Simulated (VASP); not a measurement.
# LiBr in VASP: settings compared

The runs below take LiBr through single point, with PBE, HSE06.

Everything below comes from runs of VASP 6.6.1. Logs are shortened: lines on timing, memory, paths and dates and some standing lists are left out, and cuts for length are marked.

## Step 1: The cell of the first run

The structure is orthorhombic, space group Immm (No. 71). Conventional cell: a = 3.826 Å, b = 3.923 Å, c = 5.479 Å, α = 90.00°, β = 90.00°, γ = 90.00°. Li (site symmetry mmm) has 6 Br at 2.74 Å within 3.6 Å. Br (site symmetry mmm) has 6 Li at 2.74 Å within 3.6 Å.

## Step 2: Single point, PBE (shear xy strain +2.5%)

INCAR reads:

```
  PREC = Accurate
  ENCUT = 750
  EDIFF = 1E-6
  ISMEAR = 0
  SIGMA = 0.01
  LREAL = False
  LASPH = True
  NELM = 120
  ALGO = Normal
  ISIF = 2
  LWAVE = False
  LCHARG = False
  GGA = PE
  NBANDS = 12
  GGA_COMPAT = False
```

KPOINTS reads:

```
Automatic mesh
0
Gamma
  4 4 4
```

POSCAR reads:

```
LiBr
1.0
    0.0342445631      2.7395650468      2.7395650468
    2.7395650468      0.0342445631      2.7395650468
    2.7738096098      2.7738096098     -0.0000000001
Li Br
1 1
Direct
    0.0000000000      0.0000000000      0.0000000000
    0.5000000000      0.5000000000      0.5000000000
```

Potentials or basis: VASP PAW PBE potentials, release 64 (Li_sv, Br).

Run with:

```sh
$ cat potpaw_PBE.64/Li_sv/POTCAR potpaw_PBE.64/Br/POTCAR > POTCAR
$ mpirun -np 1 vasp_std > vasp.out
```

OUTCAR:

```text
PREC = Accurate
   ENCUT = 750
   EDIFF = 1E-6
   ISMEAR = 0
   LREAL = False
   LASPH = True
   NELM = 120
   ISIF = 2
   GGA = PE

 ion  position               nearest neighbor table
   1  0.000  0.000  0.000-
   2  0.500  0.500  0.500-

  LATTYP: Found a body centered orthorhombic cell.
 ALAT       =     3.8259009186
 B/A-ratio  =     1.0253164557
 C/A-ratio  =     1.4321149999

  Lattice vectors:

 A1 = (   2.7395650467,   0.0342445630,  -2.7395650469)
 A2 = (  -2.7395650468,  -0.0342445631,  -2.7395650468)
 A3 = (   0.0342445631,   2.7395650468,   2.7395650468)

Analysis of symmetry for initial positions (statically):
=====================================================================
 Subroutine PRICEL returns:
 Original cell was already a primitive cell.

 Routine SETGRP: Setting up the symmetry group for a
 body centered orthorhombic supercell.

 Subroutine GETGRP returns: Found  8 space group operations
 (whereof  8 operations were pure point group operations)
 out of a pool of  8 trial point group operations.

The static configuration has the point symmetry D_2h.

Analysis of symmetry for dynamics (positions and initial velocities):
=====================================================================
 Subroutine PRICEL returns:
 Original cell was already a primitive cell.

 Routine SETGRP: Setting up the symmetry group for a
 body centered orthorhombic supercell.

 Subroutine GETGRP returns: Found  8 space group operations
 (whereof  8 operations were pure point group operations)
 out of a pool of  8 trial point group operations.

The dynamic configuration has the point symmetry D_2h.

 Subroutine INISYM returns: Found  8 space group operations
 (whereof  8 operations are pure point group operations),
 and found     1 'primitive' translations

----------------------------------------------------------------------------------------

                                     Primitive cell

  volume of cell :      41.1156

  direct lattice vectors                    reciprocal lattice vectors
     0.034244563  2.739565047  2.739565047    -0.184820986  0.184820986  0.182510724
     2.739565047  0.034244563  2.739565047     0.184820986 -0.184820986  0.182510724
     2.773809610  2.773809610 -0.000000000     0.180257505  0.180257505 -0.182510724

  length of vectors
[... 82 lines left out ...]
   ISYM   =      2    0-nonsym 1-usesym 2-fastsym
   POTIM  = 0.5000    time-step for ionic-motion
   TEBEG  =    0.0;   TEEND  =   0.0 temperature during run
   PSTRESS=    0.0 pullay stress
   NELECT =      10.0000    total number of electrons
   NUPDOWN=      -1.0000    fix difference up-down
   EMIN   =  10.00;   EMAX   =-10.00  energy-range for DOS
   EFERMI =   0.00;   METHOD = LEGACY
   ISMEAR =     0;   SIGMA  =   0.01  broadening in eV -4-tet -1-fermi 0-gaus
   EFERMI_NEDOS =   21; number of points for ismear=-14 and -15
   IALGO  =     38    algorithm
   IMIX   =      4    mixing-type and parameters
     AMIX     =   0.40;   BMIX     =  1.00
     AMIX_MAG =   1.60;   BMIX_MAG =  1.00
  volume/ion in A,a.u.               =      20.56       138.73
  Fermi-wavevector in a.u.,A,eV,Ry     =   1.021894  1.931100 14.208119  1.044267
  Thomas-Fermi vector in A             =   2.155544
   LORBIT       =      0    0 simple, 1 ext, 2 COOP (PROOUT), +10 PAW based schemes
   GGA     = PE    functional components
   LHFCALC =     F    Hartree Fock is set to
   AEXX    =    0.0000 exact exchange contribution
   IVDW    =     0    specifies the selected vdW correction
   LEPSILON=     F    determine dielectric tensor
   LRPA    =     F    only Hartree local field effects (RPA)
 non-spin polarized calculation
 Gauss-broadening in eV      SIGMA  =   0.01
  energy-cutoff  :      750.00
  volume of cell :       41.12
 maximum number of plane-waves:      1932
 NGX is ok and might be reduce to    36
   NGX = 17   NGY = 17   NGZ = 17

 number of electron      10.0000001 magnetization

 Free energy of the ion-electron system (eV)
  ---------------------------------------------------
  ext. energy  EPLUGINS =         0.00000000
  ---------------------------------------------------
  free energy    TOTEN  =        -6.62788040 eV

  energy without entropy =       -6.62788040  energy(sigma->0) =       -6.62788040

 E-fermi :   0.6639     XC(G=0):  -8.4727

 val. band max:        0.4874260018   @ k =   0.0000   0.0000   0.0000
 cond. band min:       5.3953046418   @ k =   0.0000   0.0000   0.0000
 fundamental gap:      4.9078786401
 Fermi energy:         0.6639204182

 k-point     1 :       0.0000    0.0000    0.0000
  band No.  band energies     occupation
      1     -43.9901      2.00000
      2     -13.0656      2.00000
      3       0.3293      2.00000
      4       0.4047      2.00000
      5       0.4874      2.00000
      6       5.3953      0.00000
      7      10.7180      0.00000
      8      10.9157      0.00000
      9      11.1121      0.00000
     10      12.6670      0.00000
     11      12.6849      0.00000
     12      12.7308      0.00000
[... 241 lines left out ...]
 k-point    18 :      -0.2500    0.2500    0.5000
  band No.  band energies     occupation
      1     -43.9887      2.00000
      2     -12.3849      2.00000
      3      -1.8092      2.00000
      4      -1.7446      2.00000
      5      -0.7540      2.00000
      6       8.4553      0.00000
      7       8.9935      0.00000
      8       9.8011      0.00000
      9       9.9686      0.00000
     10      14.3385      0.00000
     11      14.5742      0.00000
     12      17.5741      0.00000

------------------------ aborting loop because EDIFF is reached ----------------------------------------

  FORCE on cell =-STRESS in cart. coord.  units (eV):
  Direction    XX          YY          ZZ          XY          YZ          ZX
  --------------------------------------------------------------------------------------
  -------------------------------------------------------------------------------------
  Total        0.1506782      0.1506782      0.1439502     -0.1310117      0.0000000      0.0000000
  in kB        5.8715676      5.8715676      5.6093924     -5.1052095      0.0000000      0.0000000
  external PRESSURE =       5.7841759 kB  Pullay stress =       0.0000000 kB

 VOLUME and BASIS-vectors are now :
 -----------------------------------------------------------------------------
  energy-cutoff  :      750.00
  volume of cell :       41.12
      direct lattice vectors                 reciprocal lattice vectors
     0.034244563  2.739565047  2.739565047    -0.184820986  0.184820986  0.182510724
     2.739565047  0.034244563  2.739565047     0.184820986 -0.184820986  0.182510724
     2.773809610  2.773809610 -0.000000000     0.180257505  0.180257505 -0.182510724

 POSITION                                       TOTAL-FORCE (eV/Angst)
 -----------------------------------------------------------------------------------
      0.00000      0.00000      0.00000         0.000000     -0.000000     -0.000000
      2.77381      2.77381      2.73957        -0.000000      0.000000      0.000000
 -----------------------------------------------------------------------------------
    total drift:                                0.000000      0.000000      0.000000

  FREE ENERGIE OF THE ION-ELECTRON SYSTEM (eV)
  ---------------------------------------------------
  free  energy   TOTEN  =        -6.6278803991 eV

  energy  without entropy=       -6.6278803991  energy(sigma->0) =       -6.62788040
```

stdout:

```text
POSCAR found type information on POSCAR LiBr
 POSCAR found :  2 types and       2 ions
 scaLAPACK will be used
 LDA part: xc-table for (Slater+PW92), standard interpolation
 POSCAR, INCAR and KPOINTS ok, starting setup
 FFT: planning ... GRIDC
 FFT: planning ... GRID_SOFT
 FFT: planning ... GRID
 WAVECAR not read
 entering main loop
```

It took 11 s on 1 thread of AMD EPYC 7R13 (Zen 3), shared host; peak memory 0.18 GiB.

What came out:

| Property | Result |
| --- | --- |
| Free energy | -6.6279 eV |
| Pressure | 0.6 GPa |
| Band gap on the k mesh | 4.91 eV |

Caveat: the k points lie up to 0.50 Å⁻¹ apart; the cell differs from its parent crystal (shear xy strain +2.5%).

## Step 3: Single point, HSE06 (strain -0.5%)

POSCAR reads:

```
LiBr
1.0
    0.0000000000      2.7258672215      2.7258672215
    2.7258672215      0.0000000000      2.7258672215
    2.7258672215      2.7258672215      0.0000000000
Li Br
1 1
Direct
    0.0000000000      0.0000000000      0.0000000000
    0.5000000000      0.5000000000      0.5000000000
```

INCAR.step1 reads:

```
  ALGO = Normal
  EDIFF = 1E-5
  ENCUT = 650
  GGA = PE
  GGA_COMPAT = F
  ISIF = 2
  ISMEAR = 0
  LASPH = T
  LREAL = F
  LWAVE = T
  NBANDS = 12
  NELM = 120
  PREC = Accurate
  SIGMA = 0.01
```

INCAR.step2 reads:

```
  ALGO = Normal
  EDIFF = 1E-6
  ENCUT = 650
  GGA = PE
  GGA_COMPAT = F
  HFSCREEN = 0.2079
  ISIF = 2
  ISMEAR = 0
  ISTART = 1
  LASPH = T
  LCHARG = T
  LELF = T
  LHFCALC = T
  LREAL = F
  LVHAR = T
  LWAVE = F
  NBANDS = 12
  NELM = 120
  PREC = Accurate
  PRECFOCK = Normal
  SIGMA = 0.01
```

KPOINTS reads:

```
k-points
0
Gamma
  6 6 6
```

Potentials or basis: VASP PAW PBE potentials, release 64 (Li_sv, Br).

Run with:

```sh
$ cat potpaw_PBE.64/Li_sv/POTCAR potpaw_PBE.64/Br/POTCAR > POTCAR
$ cp INCAR.step1 INCAR
$ mpirun -np 1 vasp_std > vasp.out
$ cp INCAR.step2 INCAR
$ mpirun -np 1 vasp_std > vasp.out
```

OUTCAR:

```text
EDIFF = 1E-6
   ENCUT = 650
   GGA = PE
   HFSCREEN = 0.2079
   ISIF = 2
   ISMEAR = 0
   ISTART = 1
   LASPH = T
   LHFCALC = T
   LREAL = F
   NELM = 120
   PREC = Accurate
   PRECFOCK = Normal

 ion  position               nearest neighbor table
   1  0.000  0.000  0.000-
   2  0.500  0.500  0.500-

  LATTYP: Found a face centered cubic cell.
 ALAT       =     5.4517344430
[... 423 lines left out ...]
     10      14.5029      0.00000
     11      16.6605      0.00000
     12      18.8155      0.00000

------------------------ aborting loop because EDIFF is reached ----------------------------------------

  FORCE on cell =-STRESS in cart. coord.  units (eV):
  Direction    XX          YY          ZZ          XY          YZ          ZX
  --------------------------------------------------------------------------------------
  -------------------------------------------------------------------------------------
  Total        0.0532778      0.0532778      0.0532778      0.0000000      0.0000000      0.0000000
  in kB        2.1072349      2.1072349      2.1072349      0.0000000      0.0000000      0.0000000
  external PRESSURE =       2.1072349 kB  Pullay stress =       0.0000000 kB

 VOLUME and BASIS-vectors are now :
 -----------------------------------------------------------------------------
  energy-cutoff  :      650.00
  volume of cell :       40.51
      direct lattice vectors                 reciprocal lattice vectors
     0.000000000  2.725867222  2.725867222    -0.183427863  0.183427863  0.183427863
     2.725867222  0.000000000  2.725867222     0.183427863 -0.183427863  0.183427863
     2.725867222  2.725867222  0.000000000     0.183427863  0.183427863 -0.183427863

 POSITION                                       TOTAL-FORCE (eV/Angst)
 -----------------------------------------------------------------------------------
      0.00000      0.00000      0.00000         0.000000     -0.000000      0.000000
      2.72587      2.72587      2.72587        -0.000000      0.000000     -0.000000
 -----------------------------------------------------------------------------------
    total drift:                               -0.000001     -0.000001     -0.000001

  FREE ENERGIE OF THE ION-ELECTRON SYSTEM (eV)
  ---------------------------------------------------
  free  energy   TOTEN  =        -7.6023400776 eV

  energy  without entropy=       -7.6023400776  energy(sigma->0) =       -7.60234008
```

OSZICAR.step1:

```text
N       E                     dE             d eps       ncg     rms          rms(c)
DAV:   1     0.427755764285E+02    0.42776E+02   -0.44987E+03   384   0.874E+02
DAV:   2    -0.398852234714E+01   -0.46764E+02   -0.44902E+02   496   0.145E+02
DAV:   3    -0.661039360854E+01   -0.26219E+01   -0.26168E+01   496   0.349E+01
DAV:   4    -0.666458609975E+01   -0.54192E-01   -0.54152E-01   524   0.489E+00
DAV:   5    -0.666561432678E+01   -0.10282E-02   -0.10282E-02   496   0.587E-01    0.198E+00
DAV:   6    -0.663455178550E+01    0.31063E-01   -0.60173E-02   484   0.114E+00    0.121E+00
DAV:   7    -0.663682140498E+01   -0.22696E-02   -0.36975E-02   528   0.102E+00    0.436E-01
DAV:   8    -0.663908229181E+01   -0.22609E-02   -0.40373E-03   452   0.424E-01    0.672E-02
DAV:   9    -0.663907249255E+01    0.97993E-05   -0.98142E-05   460   0.707E-02
   1 F= -.66390725E+01 E0= -.66390725E+01  d E =-.666564E-51
```

Wall time 18 min (1 thread of AMD EPYC 7R13 (Zen 3), shared host); peak memory 0.28 GiB.

What came out:

```yaml
Free_energy: -7.6023 eV
Pressure: 0.2 GPa
Band_gap_on_the_k_mesh: 6.28 eV
```

Caveat: the cell differs from its parent crystal (strain -0.5%); the PAW data sets were made with another functional, which shifts forces and pressure a little.

[end of part 1 of 2]
